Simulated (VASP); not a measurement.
Crystal: SiCl5.

```xyz
6
Lattice="6.1157 0.0000 0.0000 -3.0578 5.2963 0.0000 0.0000 0.0000 5.0905" Properties=species:S:1:pos:R:3 pbc="T T T"
Si    0.0000    3.5309    0.0000
Cl    4.7957    0.7621    2.5453
Cl    3.0578    3.7721    2.5453
Cl    1.3200    0.7621    2.5453
Cl    0.0000    0.0000    0.0000
Cl    0.0000    3.5309    2.5453
```

| Item | Value |
| --- | --- |
| Program | VASP 6.6.1 |
| Task | relaxation of cell and atoms |
| Functional | PBE |
| Potentials or basis | VASP PAW PBE potentials, release 64 (Si, Cl) |
| Cutoff | 600 eV |
| k mesh | 3 × 3 × 4 |
| Occupations | gaussian, width 0.1 eV |
| Spin | no spin polarisation |

At the start: pressure 0.9 GPa; volume 27.48 Å³/atom.

Question: Where does the relaxation end?

Answer: Over 16 steps the energy falls by 134.9 meV/atom and the volume is 27.53 Å³/atom (+0.2 %); space group P-6m2 (No. 187, to 0.05 Å).

Step by step:
| step | energy change (eV) | largest force (eV/Å) | pressure (GPa) | volume (Å³) |
| --- | --- | --- | --- | --- |
| 1 | 0.0000 | 1.1283 | 0.93 | 164.88 |
| 2 | -0.1548 | 0.7029 | -0.39 | 168.74 |
| 3 | -0.2369 | 0.3183 | -1.80 | 174.73 |
| 4 | -0.3806 | 0.3192 | -1.02 | 166.94 |
| 5 | -0.4890 | 0.4449 | 0.73 | 156.14 |
| 6 | -0.4931 | 0.4860 | 1.73 | 151.68 |
| 7 | -0.5611 | 0.5017 | 2.07 | 150.35 |
| 8 | -0.5551 | 0.5770 | 4.52 | 146.40 |
| 9 | -0.6175 | 0.4029 | 2.56 | 149.09 |
| 10 | -0.6350 | 0.0739 | 3.37 | 147.74 |
| 11 | -0.7293 | 0.4409 | 2.15 | 155.27 |
| 12 | -0.7296 | 0.4878 | 2.08 | 155.87 |
| 13 | -0.7993 | 0.1149 | 0.66 | 161.85 |
| 14 | -0.8078 | 0.0434 | 0.01 | 165.18 |
| 15 | -0.8078 | 0.0352 | 0.04 | 164.99 |
| 16 | -0.8094 | 0.0379 | 0.06 | 165.19 |

Final structure:
```yaml
crystal:
  lattice:
    - [6.30435, 0.00000, 0.00000]
    - [-3.15218, 5.45973, 0.00000]
    - [0.00000, 0.00000, 4.79912]
  atoms:
    - { symbol: Si, position: [0.33333, 0.66667, 0.00000] }
    - { symbol: Cl, position: [0.80529, 0.19471, 0.50000] }
    - { symbol: Cl, position: [0.80529, 0.61058, 0.50000] }
    - { symbol: Cl, position: [0.38942, 0.19471, 0.50000] }
    - { symbol: Cl, position: [0.00000, 0.00000, 0.00000] }
    - { symbol: Cl, position: [0.33333, 0.66667, 0.50000] }
```

Caveat: the k points lie up to 0.38 Å⁻¹ apart in the final cell; an odd number of electrons without spin polarisation forces a metal; a magnetic or distorted state may lie lower.
